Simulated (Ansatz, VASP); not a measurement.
One calculation of AlN, two programs

Contents of INCAR:

```
ALGO     = Normal         # electronic algorithm
EDIFF    = 1E-7           # SCF threshold, eV
ENCUT    = 520            # plane-wave cutoff, eV
ISIF     = 2              # what is computed and relaxed
ISMEAR   = 0              # smearing method
LASPH    = True           # aspherical terms in the spheres
LCHARG   = False          # write CHGCAR
LREAL    = False          # projectors in reciprocal space
LWAVE    = False          # write WAVECAR
NBANDS   = 26             # bands
NELM     = 60             # most SCF steps
PREC     = Accurate       # precision mode
SIGMA    = 0.05           # smearing width, eV
```

The input KPOINTS:

```
k-points
0
Gamma
  8 6 4
```

Contents of POSCAR:

```
AlN
1.0
   -1.6378403119      2.8368226349      0.0000000000
    0.0000000000      0.0000000000      4.1006264518
    4.9135209358      2.8368226349      0.0000000000
Al N
4 4
Direct
    0.4293621153      0.7500000000      0.1935936762
    1.0000000000      0.7500000000      0.6666666667
    0.0000000000      0.2500000000      0.3333333333
    0.5000000000      0.2500000000      0.8333333333
    0.5000000000      0.2500000000      0.1666666667
    1.0000000000      0.2500000000      0.6666666667
    0.0000000000      0.7500000000      0.3333333333
    0.5000000000      0.7500000000      0.8333333333
```

Input for Ansatz:

```yaml
crystal:
  lattice:
    - [-1.6378403119, 2.8368226349, 0.0]
    - [0.0, 0.0, 4.1006264518]
    - [4.9135209358, 2.8368226349, 0.0]
  atoms:
    - { symbol: Al, position: [0.4293621153, 0.75, 0.1935936762] }
    - { symbol: Al, position: [1.0, 0.75, 0.6666666667] }
    - { symbol: Al, position: [0.0, 0.25, 0.3333333333] }
    - { symbol: Al, position: [0.5, 0.25, 0.8333333333] }
    - { symbol: "N", position: [0.5, 0.25, 0.1666666667] }
    - { symbol: "N", position: [1.0, 0.25, 0.6666666667] }
    - { symbol: "N", position: [0.0, 0.75, 0.3333333333] }
    - { symbol: "N", position: [0.5, 0.75, 0.8333333333] }
basis:
  ecutwfc: 420
kpoints:
  mp_grid: { grid: [8, 6, 4] }
hamiltonian:
  xc: lda
  pseudopotentials: { kind: paw, azcp: { folder: soft_1 } }
scf:
  occupations: { method: gaussian, width: 0.05 }
output:
  forces: true
  stress: true
  eigenvalues: true
```

Alike in both runs: task single point; functional LDA; k mesh 8 × 6 × 4; occupations gaussian, width 0.05 eV; no spin polarisation.

|  | VASP | Ansatz |
| --- | --- | --- |
| version | VASP 6.6.1 | Ansatz 0.2.0 |
| potentials or method | VASP PAW LDA potentials, release 64 (Al, N), cutoff 520 eV | scalar-relativistic, plane waves, PAW |
| valence electrons in the cell | 32 | 32 |

Ansatz gave:

```
gap on the k mesh at the Fermi level (eV)                     : 3.43
least direct gap on the mesh (eV)                             : 3.43
pressure (GPa)                                                : 4.6
traceless stress, the component that is largest in VASP (GPa) : -9.75
rms of the force components (eV/Å)                            : 2.235
```

Q: Which values does VASP return?

A: gap on the k mesh at the Fermi level (eV): 3.43; least direct gap on the mesh (eV): 3.43; pressure (GPa): 5.3; traceless stress, the component that is largest in VASP (GPa): -9.99; rms of the force components (eV/Å): 2.274.

Ansatz warns that its potentials were made for another functional, while VASP's fit it. LDA's correlation is that of Perdew and Zunger in VASP and of Perdew and Wang (1992) in Ansatz. Atom by atom the forces differ by 0.041 eV/Å (rms over components).
